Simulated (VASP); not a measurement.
# Ru (Im-3m) in VASP: density of states with PBE

Aim: the density of states of Ru with PBE.

Everything below comes from runs of VASP 6.6.1. Logs are shortened: lines on timing, memory, paths and dates and some standing lists are left out, and cuts for length are marked.

### Step 1. The cell of the first run

Symmetry: Im-3m, No. 229, cubic system. Conventional cell: a = 3.054 Å, b = 3.054 Å, c = 3.054 Å, α = 90.00°, β = 90.00°, γ = 90.00°. Ru (site symmetry m-3m) has 14 Ru at 2.64 to 3.05 Å within 3.5 Å.

### Step 2. Density of states, PBE, non-collinear spin, zero start, spin-orbit coupling

POSCAR reads:

```
Ru
1.0
   -1.5270154378      1.5270154378      1.5270154378
    1.5270154378     -1.5270154378      1.5270154378
    1.5270154378      1.5270154378     -1.5270154378
Ru
1
Direct
    0.0000000000      0.0000000000      0.0000000000
```

INCAR.step1 reads:

```
ALGO = Normal ; EDIFF = 1E-6
ENCUT = 520 ; GGA = PE
GGA_COMPAT = F ; ISIF = 2
ISMEAR = 0 ; LASPH = T
LCHARG = T ; LMAXMIX = 4
LORBMOM = T ; LREAL = F
LSORBIT = T ; LWAVE = F
MAGMOM = 0 0 0 ; NBANDS = 25
NELM = 150 ; PREC = Accurate
SIGMA = 0.05
```

KPOINTS.step1 reads:

```
k-points
0
Gamma
  20 20 20
```

INCAR.step2 reads:

```
ALGO = Normal ; EDIFF = 1E-6
ENCUT = 520 ; GGA = PE
GGA_COMPAT = F ; ICHARG = 11
ISIF = 2 ; ISMEAR = -5
LASPH = T ; LCHARG = F
LMAXMIX = 4 ; LORBIT = 11
LORBMOM = T ; LREAL = F
LSORBIT = T ; LWAVE = F
MAGMOM = 0 0 0 ; NEDOS = 1001
NELM = 150 ; PREC = Accurate
SIGMA = 0.05
```

KPOINTS.step2 reads:

```
k-points
0
Gamma
  30 30 30
```

Potentials or basis: VASP PAW PBE potentials, release 64 (Ru_pv).

Run with:

```
> cat potpaw_PBE.64/Ru_pv/POTCAR > POTCAR
> cp INCAR.step1 INCAR
> cp KPOINTS.step1 KPOINTS
> mpirun -np 1 vasp_ncl > vasp.out
> cp INCAR.step2 INCAR
> cp KPOINTS.step2 KPOINTS
> mpirun -np 1 vasp_ncl > vasp.out
```

OUTCAR:

```text
EDIFF = 1E-6
   ENCUT = 520
   GGA = PE
   ICHARG = 11
   ISIF = 2
   ISMEAR = -5
   LASPH = T
   LORBIT = 11
   LREAL = F
   LSORBIT = T
   NELM = 150
   PREC = Accurate

 ion  position               nearest neighbor table
   1  0.000  0.000  0.000-

  LATTYP: Found a body centered cubic cell.
 ALAT       =     3.0540308756

  Lattice vectors:

 A1 = (  -1.5270154378,   1.5270154378,   1.5270154378)
 A2 = (   1.5270154378,  -1.5270154378,   1.5270154378)
 A3 = (   1.5270154378,   1.5270154378,  -1.5270154378)

Analysis of symmetry for initial positions (statically):
=====================================================================
 Subroutine PRICEL returns:
 Original cell was already a primitive cell.

 Routine SETGRP: Setting up the symmetry group for a
 body centered cubic supercell.

 Subroutine GETGRP returns: Found 48 space group operations
 (whereof 48 operations were pure point group operations)
 out of a pool of 48 trial point group operations.

The static configuration has the point symmetry O_h .

Analysis of symmetry for dynamics (positions and initial velocities):
=====================================================================
 Subroutine PRICEL returns:
 Original cell was already a primitive cell.

 Routine SETGRP: Setting up the symmetry group for a
 body centered cubic supercell.

 Subroutine GETGRP returns: Found 48 space group operations
 (whereof 48 operations were pure point group operations)
 out of a pool of 48 trial point group operations.

The dynamic configuration has the point symmetry O_h .

Analysis of structural, dynamic, and magnetic symmetry:
=====================================================================
 Subroutine PRICEL returns:
 Original cell was already a primitive cell.

 Routine SETGRP: Setting up the symmetry group for a
 body centered cubic supercell.

 Subroutine GETGRP returns: Found 48 space group operations
 (whereof 48 operations were pure point group operations)
 out of a pool of 48 trial point group operations.

The overall configuration has the point symmetry O_h .

 Subroutine INISYM returns: Found 48 space group operations
 (whereof 48 operations are pure point group operations),
 and found     1 'primitive' translations

----------------------------------------------------------------------------------------

                                     Primitive cell

  volume of cell :      14.2426

  direct lattice vectors                    reciprocal lattice vectors
    -1.527015438  1.527015438  1.527015438     0.000000000  0.327436113  0.327436113
     1.527015438 -1.527015438  1.527015438     0.327436113  0.000000000  0.327436113
     1.527015438  1.527015438 -1.527015438     0.327436113  0.327436113  0.000000000

  length of vectors
     2.644868322  2.644868322  2.644868322     0.463064592  0.463064592  0.463064592

  position of ions in fractional coordinates (direct lattice)
     0.000000000  0.000000000  0.000000000

  ion indices of the primitive-cell ions
   primitive index   ion index
                 1           1

----------------------------------------------------------------------------------------

 KPOINTS: k-points

Automatic generation of k-mesh.
 Grid dimensions read from file:
 generate k-points for:   30   30   30

 Generating k-lattice:

  Cartesian coordinates                     Fractional coordinates (reciprocal lattice)
     0.000000000  0.010914537  0.010914537     0.033333333  0.000000000  0.000000000
     0.010914537  0.000000000  0.010914537     0.000000000  0.033333333  0.000000000
     0.010914537  0.010914537  0.000000000     0.000000000  0.000000000  0.033333333

  Length of vectors
     0.015435486  0.015435486  0.015435486

  Shift w.r.t. Gamma in fractional coordinates (k-lattice)
     0.000000000  0.000000000  0.000000000

[... 39 lines left out ...]
   ions per type =               1
   NGX,Y,Z   is equivalent  to a cutoff of  12.57, 12.57, 12.57 a.u.
   NGXF,Y,Z  is equivalent  to a cutoff of  25.14, 25.14, 25.14 a.u.
 SYSTEM =  unknown system
   PREC   = accura    normal or accurate (medium, high low for compatibility)
   ISTART =      0    job   : 0-new  1-cont  2-samecut
   ICHARG =     11    charge: 1-file 2-atom 10-const
   ISPIN  =      1    spin polarized calculation?
   LNONCOLLINEAR =      T non collinear calculations
   LSORBIT =      T    spin-orbit coupling
   LASPH  =      T    aspherical Exc in radial PAW
   ENCUT  =  520.0 eV  38.22 Ry    6.18 a.u.   4.92  4.92  4.92*2*pi/ulx,y,z
   NELM   =    150;   NELMIN=  2; NELMDL=  0     # of ELM steps
   EDIFF  = 0.1E-05   stopping-criterion for ELM
   LREAL  =      F    real-space projection
   EDIFFG = 0.1E-04   stopping-criterion for IOM
   NSW    =      0    number of steps for IOM
   IBRION =     -1    ionic relax: 0-MD 1-quasi-New 2-CG
   NFREE  =      0    steps in history (QN), initial steepest desc. (CG)
   ISIF   =      2    stress and relaxation
   ISYM   =      2    0-nonsym 1-usesym 2-fastsym
   POTIM  = 0.5000    time-step for ionic-motion
   TEBEG  =    0.0;   TEEND  =   0.0 temperature during run
   PSTRESS=    0.0 pullay stress
   NELECT =      14.0000    total number of electrons
   NUPDOWN=      -1.0000    fix difference up-down
   EMIN   =  10.00;   EMAX   =-10.00  energy-range for DOS
   EFERMI =   0.00;   METHOD = LEGACY
   ISMEAR =    -5;   SIGMA  =   0.05  broadening in eV -4-tet -1-fermi 0-gaus
   EFERMI_NEDOS =   21; number of points for ismear=-14 and -15
   IALGO  =     38    algorithm
   IMIX   =      4    mixing-type and parameters
     AMIX     =   0.40;   BMIX     =  1.00
     AMIX_MAG =   1.60;   BMIX_MAG =  1.00
  volume/ion in A,a.u.               =      14.24        96.11
  Fermi-wavevector in a.u.,A,eV,Ry     =   1.627749  3.075999 36.049542  2.649567
  Thomas-Fermi vector in A             =   2.720493
   LORBIT       =     11    0 simple, 1 ext, 2 COOP (PROOUT), +10 PAW based schemes
   GGA     = PE    functional components
   LHFCALC =     F    Hartree Fock is set to
   AEXX    =    0.0000 exact exchange contribution
   IVDW    =     0    specifies the selected vdW correction
   LEPSILON=     F    determine dielectric tensor
   LRPA    =     F    only Hartree local field effects (RPA)
 Fermi weights with tetrahedron method with Bloechl corrections
  energy-cutoff  :      520.00
  volume of cell :       14.24
 maximum number of plane-waves:       796

 number of electron      14.0000005 magnetization       0.0000000     -0.0000000      0.0000000

 Free energy of the ion-electron system (eV)
  ---------------------------------------------------
  ext. energy  EPLUGINS =         0.00000000
  ---------------------------------------------------
  free energy    TOTEN  =        -8.74768709 eV

  energy without entropy =       -8.74768709  energy(sigma->0) =       -8.74768709

 E-fermi :  12.1393     XC(G=0): -13.8124

 val. band max:       12.1689054195   @ k =  -0.3667   0.5000   0.2333
 cond. band min:      12.1021985653   @ k =  -0.3000   0.3000   0.3000
 fundamental gap:     -0.0667068542
 Fermi energy:        12.1393268016

 k-point     1 :       0.0000    0.0000    0.0000
  band No.  band energies     occupation
      1     -32.6751      1.00000
      2     -32.6751      1.00000
      3     -29.3049      1.00000
      4     -29.3049      1.00000
      5     -29.3049      1.00000
      6     -29.3049      1.00000
[... 589 lines left out ...]
     21      27.3992      0.00000
     22      27.3992      0.00000

 [... further k-points ...]
[... 5 lines left out ...]
  --------------------------------------------------------------------------------------
  -------------------------------------------------------------------------------------
  Total       -0.0361659     -0.0361659     -0.0361659      0.0000000      0.0000000      0.0000000
  in kB       -4.0683576     -4.0683576     -4.0683576      0.0000000      0.0000000      0.0000000
  external PRESSURE =      -4.0683576 kB  Pullay stress =       0.0000000 kB

 VOLUME and BASIS-vectors are now :
 -----------------------------------------------------------------------------
  energy-cutoff  :      520.00
  volume of cell :       14.24
      direct lattice vectors                 reciprocal lattice vectors
    -1.527015438  1.527015438  1.527015438     0.000000000  0.327436113  0.327436113
     1.527015438 -1.527015438  1.527015438     0.327436113  0.000000000  0.327436113
     1.527015438  1.527015438 -1.527015438     0.327436113  0.327436113  0.000000000

 POSITION                                       TOTAL-FORCE (eV/Angst)
 -----------------------------------------------------------------------------------
      0.00000      0.00000      0.00000        -0.000000      0.000000     -0.000000
 -----------------------------------------------------------------------------------
    total drift:                               -0.000000     -0.000000     -0.000000

  FREE ENERGIE OF THE ION-ELECTRON SYSTEM (eV)
  ---------------------------------------------------
  free  energy   TOTEN  =        -8.7476870933 eV

  energy  without entropy=       -8.7476870933  energy(sigma->0) =       -8.74768709

 orbital moment (x)

 # of ion     p       d       tot
 ----------------------------------------
  1         0.000   0.000   0.000
 ----------------------------------------
            0.000   0.000   0.000

 orbital moment (y)

 # of ion     p       d       tot
 ----------------------------------------
  1         0.000   0.000   0.000
 ----------------------------------------
            0.000   0.000   0.000

 orbital moment (z)

 # of ion     p       d       tot
 ----------------------------------------
  1         0.000   0.000   0.000
 ----------------------------------------
            0.000   0.000   0.000

 Spin-Orbit-Coupling matrix elements

 Ion:    1  E_soc:     -0.2791142
 l=   1
     0.0000000    -0.0363418    -0.0363418
    -0.0363418     0.0000000    -0.0363418
    -0.0363418    -0.0363418     0.0000000
 l=   2
     0.0000000    -0.0010962     0.0000000    -0.0010962    -0.0090810
    -0.0010962     0.0000000    -0.0068108    -0.0010962    -0.0022703
     0.0000000    -0.0068108     0.0000000    -0.0068108     0.0000000
    -0.0010962    -0.0010962    -0.0068108     0.0000000    -0.0022703
    -0.0090810    -0.0022703     0.0000000    -0.0022703     0.0000000
 l=   3
     0.0000000     0.0000000     0.0000000     0.0000000     0.0000000     0.0000000     0.0000000
     0.0000000     0.0000000     0.0000000     0.0000000     0.0000000     0.0000000     0.0000000
     0.0000000     0.0000000     0.0000000     0.0000000     0.0000000     0.0000000     0.0000000
     0.0000000     0.0000000     0.0000000     0.0000000     0.0000000     0.0000000     0.0000000
     0.0000000     0.0000000     0.0000000     0.0000000     0.0000000     0.0000000     0.0000000
     0.0000000     0.0000000     0.0000000     0.0000000     0.0000000     0.0000000     0.0000000
     0.0000000     0.0000000     0.0000000     0.0000000     0.0000000     0.0000000     0.0000000

 total charge

# of ion       s       p       d       tot
------------------------------------------
    1        0.381   6.275   5.930  12.586

 magnetization (x)

# of ion       s       p       d       tot
------------------------------------------
    1       -0.000  -0.000   0.000  -0.000

 magnetization (y)

# of ion       s       p       d       tot
------------------------------------------
    1        0.000  -0.000   0.000   0.000

 magnetization (z)

# of ion       s       p       d       tot
------------------------------------------
    1       -0.000   0.000   0.000   0.000
```

It took 4.2 min on 1 thread of AMD EPYC 9R14 (Zen 4), shared host; peak memory 0.49 GiB.

Results:

| Quantity | Value |
| --- | --- |
| Net moment | 0.00 μB per cell |
| Valence electrons inside the program's atomic spheres | Ru 12.59 |

Moments on the atoms (μB; x, y, z):
```
Ru  0.00 0.00 0.00
```
